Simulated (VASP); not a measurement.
Mg: single point with LDA

Crystal: Mg.

```
CELL_PARAMETERS angstrom
3.17718 0.00000 0.00000
-1.58859 2.75152 0.00000
0.00000 0.00000 5.21033
ATOMIC_POSITIONS crystal
Mg 0.33333 0.66667 0.25000
Mg 0.66667 0.33333 0.75000
```

This cell differs from its parent crystal: equal xx and yy strain of -1 %.

- Program: VASP 6.6.1
- Task: single point
- Functional: LDA
- Potentials or basis: VASP PAW LDA potentials, release 64 (Mg)
- Cutoff: 520 eV
- k mesh: 12 × 12 × 7
- Occupations: fermi-dirac, width 0.05 eV
- Spin: no spin polarisation

```yaml
Pressure: -2.2 GPa
Band_gap_on_the_k_mesh: zero (band 2 reaches 3.54 eV, above the bottom of band 3 at 1.14 eV)
```

Stress tensor (GPa, compression positive):
```
-1.71  0.00  0.00
 0.00 -1.71  0.00
 0.00  0.00 -3.24
```

Levels at points of the mesh, in eV from the Fermi level:
```csv
k point,band 1,band 2,band 3,band 4,band 5,band 6
"(0.00, 0.00, 0.00)",-6.91,-1.67,-1.33,11.09,11.09,11.17
"(0.50, 0.00, 0.00)",-2.07,-2.06,2.70,3.09,3.23,3.68
```

Wall time 6.6 s on 1 thread of Intel(R) Xeon(R) 6975P-C (Granite Rapids), on a shared host, peak memory 0.15 GiB.

Caveat: the cell differs from its parent crystal (equal xx and yy strain of -1 %).
